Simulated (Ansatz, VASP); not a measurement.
ZrC in VASP and in Ansatz

```
Zr C
1.0
     0.00000    2.25620    2.53823
     2.25620    0.00000    2.53823
     2.25620    2.25620    0.00000
Zr C
1 1
Direct
  0.50000 0.50000 0.50000
  0.00000 0.00000 0.00000
```

Change from the starting cell: strain -0.040 along x and y, +0.080 along z, atoms carried along.

Alike in both runs: task single point; functional PBE; k mesh 18 × 18 × 18; occupations gaussian, width 0.15 eV; no spin polarisation.

|  | VASP | Ansatz |
| --- | --- | --- |
| version | VASP 6.6.1 | Ansatz 0.2.0 |
| potentials or method | VASP PAW PBE potentials, release 64 (Zr_sv, C), cutoff 520 eV | scalar-relativistic, plane waves, PAW |
| valence electrons in the cell | 16 | 16 |

|  | VASP | Ansatz | Ansatz less VASP |
| --- | --- | --- | --- |
| gap on the k mesh at the Fermi level (eV) | none | none | - |
| pressure (GPa) | 8.4 | 8.1 | -0.24 |
| traceless stress, the component that is largest in VASP (GPa) | -26.30 | -26.13 | +0.163 |

A gap of «none» marks a metal or a gap that the smearing closes.
